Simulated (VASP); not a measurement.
# GaGe3 (Pm-3m) in VASP: a series of runs

Runs on GaGe3. Level: PBEsol. Tasks: single point.

Program: VASP 6.6.1. These are calculated values, not measurements. Logs are shortened: lines on timing, memory, paths and dates and some standing lists are left out, and cuts for length are marked.

**1. The cell of the first run**

It takes space group Pm-3m (No. 221, cubic). The conventional cell has a = 4.105 Å, b = 4.105 Å, c = 4.105 Å, α = 90.00°, β = 90.00°, γ = 90.00°. Ge (site symmetry 4/mmm) has 8 Ge at 2.90 Å and 4 Ga at 2.90 Å within 3.8 Å. Within 3.8 Å of Ga (site symmetry m-3m) lie 12 Ge at 2.90 Å.

**2. Single point, PBEsol**

Contents of INCAR:

```
ALGO = Normal
EDIFF = 1E-6
ENCUT = 520
GGA = PS
ISIF = 2
ISMEAR = -1
LASPH = T
LCHARG = F
LREAL = F
LWAVE = F
NBANDS = 36
NELM = 80
PREC = Accurate
SIGMA = 0.05
```

Contents of KPOINTS:

```
k-points
0
Gamma
  6 6 6
```

Contents of POSCAR:

```
GaGe3
1.0
    4.1054978819      0.0000000000      0.0000000000
    0.0000000000      4.1054978819      0.0000000000
    0.0000000000      0.0000000000      4.1054978819
Ge Ga
3 1
Direct
    0.5000000000      0.5000000000      0.0000000000
    0.5000000000      0.0000000000      0.5000000000
    0.0000000000      0.5000000000      0.5000000000
    0.0000000000      0.0000000000      0.0000000000
```

Potentials or basis: VASP PAW PBE potentials, release 64 (Ge_d, Ga_d).

Started as:

```bash
$ cat potpaw_PBE.64/Ge_d/POTCAR potpaw_PBE.64/Ga_d/POTCAR > POTCAR
$ mpirun -np 1 vasp_std > vasp.out
```

OUTCAR:

```text
EDIFF = 1E-6
   ENCUT = 520
   GGA = PS
   ISIF = 2
   ISMEAR = -1
   LASPH = T
   LREAL = F
   NELM = 80
   PREC = Accurate

 ion  position               nearest neighbor table
   1  0.500  0.500  0.000-   2 2.90   3 2.90   4 2.90   2 2.90   3 2.90   2 2.90   4 2.90   2 2.90
                             3 2.90   4 2.90   3 2.90   4 2.90
   2  0.500  0.000  0.500-   1 2.90   3 2.90   4 2.90   1 2.90   4 2.90   1 2.90   3 2.90   1 2.90
                             3 2.90   4 2.90   4 2.90   3 2.90
   3  0.000  0.500  0.500-   1 2.90   2 2.90   4 2.90   1 2.90   4 2.90   2 2.90   4 2.90   4 2.90
                             1 2.90   2 2.90   1 2.90   2 2.90
   4  0.000  0.000  0.000-   1 2.90   2 2.90   3 2.90   2 2.90   3 2.90   1 2.90   3 2.90   3 2.90
                             1 2.90   2 2.90   2 2.90   1 2.90

  LATTYP: Found a simple cubic cell.
 ALAT       =     4.1054978819

  Lattice vectors:

 A1 = (   4.1054978819,   0.0000000000,   0.0000000000)
 A2 = (   0.0000000000,   4.1054978819,   0.0000000000)
 A3 = (   0.0000000000,   0.0000000000,   4.1054978819)

Analysis of symmetry for initial positions (statically):
=====================================================================
 Subroutine PRICEL returns:
 Original cell was already a primitive cell.

 Routine SETGRP: Setting up the symmetry group for a
 simple cubic supercell.

 Subroutine GETGRP returns: Found 48 space group operations
 (whereof 48 operations were pure point group operations)
 out of a pool of 48 trial point group operations.

The static configuration has the point symmetry O_h .

Analysis of symmetry for dynamics (positions and initial velocities):
=====================================================================
 Subroutine PRICEL returns:
 Original cell was already a primitive cell.

 Routine SETGRP: Setting up the symmetry group for a
 simple cubic supercell.

 Subroutine GETGRP returns: Found 48 space group operations
 (whereof 48 operations were pure point group operations)
 out of a pool of 48 trial point group operations.

The dynamic configuration has the point symmetry O_h .

 Subroutine INISYM returns: Found 48 space group operations
 (whereof 48 operations are pure point group operations),
 and found     1 'primitive' translations

----------------------------------------------------------------------------------------

                                     Primitive cell

  volume of cell :      69.1986

  direct lattice vectors                    reciprocal lattice vectors
     4.105497882  0.000000000  0.000000000     0.243575817  0.000000000  0.000000000
     0.000000000  4.105497882  0.000000000     0.000000000  0.243575817  0.000000000
     0.000000000  0.000000000  4.105497882     0.000000000  0.000000000  0.243575817

  length of vectors
     4.105497882  4.105497882  4.105497882     0.243575817  0.243575817  0.243575817

  position of ions in fractional coordinates (direct lattice)
     0.500000000  0.500000000  0.000000000
     0.500000000  0.000000000  0.500000000
     0.000000000  0.500000000  0.500000000
     0.000000000  0.000000000  0.000000000

  ion indices of the primitive-cell ions
   primitive index   ion index
                 1           1
                 2           2
                 3           3
                 4           4

----------------------------------------------------------------------------------------

 KPOINTS: k-points

Automatic generation of k-mesh.
 Grid dimensions read from file:
 generate k-points for:    6    6    6

 Generating k-lattice:

  Cartesian coordinates                     Fractional coordinates (reciprocal lattice)
     0.040595969  0.000000000  0.000000000     0.166666667  0.000000000  0.000000000
     0.000000000  0.040595969  0.000000000     0.000000000  0.166666667  0.000000000
     0.000000000  0.000000000  0.040595969     0.000000000  0.000000000  0.166666667

  Length of vectors
     0.040595969  0.040595969  0.040595969

  Shift w.r.t. Gamma in fractional coordinates (k-lattice)
     0.000000000  0.000000000  0.000000000

 Subroutine IBZKPT returns following result:
 ===========================================

 Found     20 irreducible k-points:

 Following reciprocal coordinates:
            Coordinates               Weight
  0.000000  0.000000  0.000000      1.000000
  0.166667  0.000000  0.000000      6.000000
  0.333333  0.000000  0.000000      6.000000
  0.500000  0.000000  0.000000      3.000000
  0.166667  0.166667  0.000000     12.000000
  0.333333  0.166667  0.000000     24.000000
[... 12 lines left out ...]
  0.500000  0.500000  0.333333      6.000000
  0.500000  0.500000  0.500000      1.000000
   k-points           NKPTS =     20   k-points in BZ     NKDIM =     20   number of bands    NBANDS=     36
   number of dos      NEDOS =    301   number of ions     NIONS =      4
   total plane-waves  NPLWV =  32768
   dimension x,y,z NGX =    32 NGY =   32 NGZ =   32
   dimension x,y,z NGXF=    64 NGYF=   64 NGZF=   64
   ions per type =               3   1
   NGX,Y,Z   is equivalent  to a cutoff of  12.96, 12.96, 12.96 a.u.
   NGXF,Y,Z  is equivalent  to a cutoff of  25.92, 25.92, 25.92 a.u.
 SYSTEM =  unknown system
   PREC   = accura    normal or accurate (medium, high low for compatibility)
   ISTART =      0    job   : 0-new  1-cont  2-samecut
   ICHARG =      2    charge: 1-file 2-atom 10-const
   ISPIN  =      1    spin polarized calculation?
   LNONCOLLINEAR =      F non collinear calculations
   LSORBIT =      F    spin-orbit coupling
   LASPH  =      T    aspherical Exc in radial PAW
   ENCUT  =  520.0 eV  38.22 Ry    6.18 a.u.   7.63  7.63  7.63*2*pi/ulx,y,z
   NELM   =     80;   NELMIN=  2; NELMDL= -5     # of ELM steps
   EDIFF  = 0.1E-05   stopping-criterion for ELM
   LREAL  =      F    real-space projection
   EDIFFG = 0.1E-04   stopping-criterion for IOM
   NSW    =      0    number of steps for IOM
   IBRION =     -1    ionic relax: 0-MD 1-quasi-New 2-CG
   NFREE  =      0    steps in history (QN), initial steepest desc. (CG)
   ISIF   =      2    stress and relaxation
   ISYM   =      2    0-nonsym 1-usesym 2-fastsym
   POTIM  = 0.5000    time-step for ionic-motion
   TEBEG  =    0.0;   TEEND  =   0.0 temperature during run
   PSTRESS=    0.0 pullay stress
   NELECT =      55.0000    total number of electrons
   NUPDOWN=      -1.0000    fix difference up-down
   EMIN   =  10.00;   EMAX   =-10.00  energy-range for DOS
   EFERMI =   0.00;   METHOD = LEGACY
   ISMEAR =    -1;   SIGMA  =   0.05  broadening in eV -4-tet -1-fermi 0-gaus
   EFERMI_NEDOS =   21; number of points for ismear=-14 and -15
   IALGO  =     38    algorithm
   IMIX   =      4    mixing-type and parameters
     AMIX     =   0.40;   BMIX     =  1.00
     AMIX_MAG =   1.60;   BMIX_MAG =  1.00
  volume/ion in A,a.u.               =      17.30       116.74
  Fermi-wavevector in a.u.,A,eV,Ry     =   1.516456  2.865687 31.288497  2.299640
  Thomas-Fermi vector in A             =   2.625844
   LORBIT       =      0    0 simple, 1 ext, 2 COOP (PROOUT), +10 PAW based schemes
   GGA     = PS    functional components
   LHFCALC =     F    Hartree Fock is set to
   AEXX    =    0.0000 exact exchange contribution
   IVDW    =     0    specifies the selected vdW correction
   LEPSILON=     F    determine dielectric tensor
   LRPA    =     F    only Hartree local field effects (RPA)
 non-spin polarized calculation
  energy-cutoff  :      520.00
  volume of cell :       69.20
 maximum number of plane-waves:      1888
 NGX is ok and might be reduce to    32
   NGX = 15   NGY = 15   NGZ = 15

 number of electron      54.9999993 magnetization

 Free energy of the ion-electron system (eV)
  ---------------------------------------------------
  ext. energy  EPLUGINS =         0.00000000
  ---------------------------------------------------
  free energy    TOTEN  =       -17.18487339 eV

  energy without entropy =      -17.15923027  energy(sigma->0) =      -17.17205183

 E-fermi :   7.3509     XC(G=0): -11.8083

 val. band max:        7.3450677200   @ k =   0.3333   0.1667   0.1667
 cond. band min:       7.3919212283   @ k =   0.3333   0.1667   0.0000
 fundamental gap:      0.0468535084
 Fermi energy:         7.3508763727

 k-point     1 :       0.0000    0.0000    0.0000
  band No.  band energies     occupation
      1     -17.4589      2.00000
      2     -17.4589      2.00000
      3     -17.4589      2.00000
      4     -17.4464      2.00000
      5     -17.3982      2.00000
      6     -17.3982      2.00000
[... 28 lines left out ...]
     35      14.4767      0.00000
     36      14.5340      0.00000

 k-point     2 :       0.1667    0.0000    0.0000
  band No.  band energies     occupation
      1     -17.4570      2.00000
      2     -17.4473      2.00000
      3     -17.4473      2.00000
      4     -17.4384      2.00000
      5     -17.3970      2.00000
      6     -17.3912      2.00000
[... 28 lines left out ...]
     35      14.8461      0.00000
     36      16.0701      0.00000

 k-point     3 :       0.3333    0.0000    0.0000
  band No.  band energies     occupation
      1     -17.4529      2.00000
      2     -17.4189      2.00000
      3     -17.4157      2.00000
      4     -17.4157      2.00000
      5     -17.3939      2.00000
      6     -17.3737      2.00000
[... 28 lines left out ...]
     35      14.8695      0.00000
     36      15.2885      0.00000

 k-point     4 :       0.5000    0.0000    0.0000
  band No.  band energies     occupation
      1     -17.4508      2.00000
      2     -17.4062      2.00000
      3     -17.3896      2.00000
      4     -17.3818      2.00000
      5     -17.3818      2.00000
      6     -17.3627      2.00000
[... 28 lines left out ...]
     35      13.6032      0.00000
     36      13.6032      0.00000

 k-point     5 :       0.1667    0.1667    0.0000
  band No.  band energies     occupation
      1     -17.4488      2.00000
      2     -17.4422      2.00000
      3     -17.4414      2.00000
      4     -17.4286      2.00000
      5     -17.3932      2.00000
      6     -17.3862      2.00000
[... 499 lines left out ...]
 k-point    18 :       0.5000    0.3333    0.3333
  band No.  band energies     occupation
      1     -17.4170      2.00000
      2     -17.4084      2.00000
      3     -17.4054      2.00000
      4     -17.4014      2.00000
      5     -17.4010      2.00000
      6     -17.4002      2.00000
[... 28 lines left out ...]
     35      15.2188      0.00000
     36      15.5555      0.00000

 k-point    19 :       0.5000    0.5000    0.3333
  band No.  band energies     occupation
      1     -17.4107      2.00000
      2     -17.4107      2.00000
      3     -17.4100      2.00000
      4     -17.4091      2.00000
      5     -17.4016      2.00000
      6     -17.4016      2.00000
[... 28 lines left out ...]
     35      16.2059      0.00000
     36      16.2059      0.00000

 k-point    20 :       0.5000    0.5000    0.5000
  band No.  band energies     occupation
      1     -17.4153      2.00000
      2     -17.4137      2.00000
      3     -17.4137      2.00000
      4     -17.4137      2.00000
      5     -17.4055      2.00000
      6     -17.4055      2.00000
[... 28 lines left out ...]
     35      16.7757      0.00000
     36      16.7757      0.00000

------------------------ aborting loop because EDIFF is reached ----------------------------------------

  FORCE on cell =-STRESS in cart. coord.  units (eV):
  Direction    XX          YY          ZZ          XY          YZ          ZX
  --------------------------------------------------------------------------------------
  -------------------------------------------------------------------------------------
  Total        2.1623414      2.1623414      2.1623414     -0.0000000     -0.0000000      0.0000000
  in kB       50.0653613     50.0653613     50.0653613     -0.0000000     -0.0000000      0.0000000
  external PRESSURE =      50.0653613 kB  Pullay stress =       0.0000000 kB

 VOLUME and BASIS-vectors are now :
 -----------------------------------------------------------------------------
  energy-cutoff  :      520.00
  volume of cell :       69.20
      direct lattice vectors                 reciprocal lattice vectors
     4.105497882  0.000000000  0.000000000     0.243575817  0.000000000  0.000000000
     0.000000000  4.105497882  0.000000000     0.000000000  0.243575817  0.000000000
     0.000000000  0.000000000  4.105497882     0.000000000  0.000000000  0.243575817

 POSITION                                       TOTAL-FORCE (eV/Angst)
 -----------------------------------------------------------------------------------
      2.05275      2.05275      0.00000         0.000000      0.000000      0.000000
      2.05275      0.00000      2.05275         0.000000      0.000000      0.000000
      0.00000      2.05275      2.05275         0.000000      0.000000      0.000000
      0.00000      0.00000      0.00000         0.000000      0.000000      0.000000
 -----------------------------------------------------------------------------------
    total drift:                                0.000000     -0.000000     -0.000000

  FREE ENERGIE OF THE ION-ELECTRON SYSTEM (eV)
  ---------------------------------------------------
  free  energy   TOTEN  =       -17.1848733912 eV

  energy  without entropy=      -17.1592302740  energy(sigma->0) =      -17.17205183
```

It took 14 s on 1 thread of Intel Xeon 6975P-C (Granite Rapids), shared host; peak memory 0.19 GiB.

Results:

* Free energy: -17.1849 eV
* Pressure: 5.0 GPa

Caveat: the PAW data sets were made with another functional, which shifts forces and pressure a little.

**3. Single point, PBEsol**

This run uses another cell than the first one, of 18.47 Å³/atom, 1.068 times its volume.

Contents of INCAR:

```
SYSTEM = GaGe3
  ALGO = Normal
  EDIFF = 1E-6
  ENCUT = 520
  GGA = PS
  ISIF = 2
  ISMEAR = -1
  LASPH = .True.
  LCHARG = .False.
  LREAL = .False.
  LWAVE = .False.
  NBANDS = 36
  NELM = 60
  PREC = Accurate
  SIGMA = 0.05
```

Contents of KPOINTS:

```
k-points
0
Gamma
  6 6 6
  0 0 0
```

Contents of POSCAR:

```
GaGe3
1.0
    4.1962690382      0.0000000000      0.0000000000
    0.0000000000      4.1962690382      0.0000000000
    0.0000000000      0.0000000000      4.1962690382
Ge Ga
3 1
Direct
    0.5000000000      0.5000000000      0.0000000000
    0.5000000000      0.0000000000      0.5000000000
    0.0000000000      0.5000000000      0.5000000000
    0.0000000000      0.0000000000      0.0000000000
```

Potentials or basis: VASP PAW PBE potentials, release 64 (Ge_d, Ga_d).

Started as:

```bash
$ cat potpaw_PBE.64/Ge_d/POTCAR potpaw_PBE.64/Ga_d/POTCAR > POTCAR
$ mpirun -np 1 vasp_std > vasp.out
```

It took 14 s on 1 thread of Intel Xeon 6975P-C (Granite Rapids), shared host; peak memory 0.2 GiB.

The run converged. Its results:

```yaml
Free_energy: -17.2557 eV
Pressure: 0.0 GPa
```

Levels at points of the mesh, in eV from the Fermi level:
| k point | band 26 | band 27 | band 28 | band 29 | band 30 | band 31 |
| --- | --- | --- | --- | --- | --- | --- |
| (0.00, 0.00, 0.00) | -4.06 | -3.32 | 2.69 | 2.69 | 2.69 | 3.64 |
| (0.50, 0.00, 0.00) | -2.09 | -1.49 | -1.49 | -0.15 | 0.08 | 4.78 |
| (0.50, 0.50, 0.00) | -0.13 | -0.13 | -0.03 | 0.18 | 0.18 | 0.77 |
| (0.50, 0.50, 0.50) | -5.24 | -5.24 | -5.24 | 6.99 | 6.99 | 7.07 |

Caveat: the PAW data sets were made with another functional, which shifts forces and pressure a little.
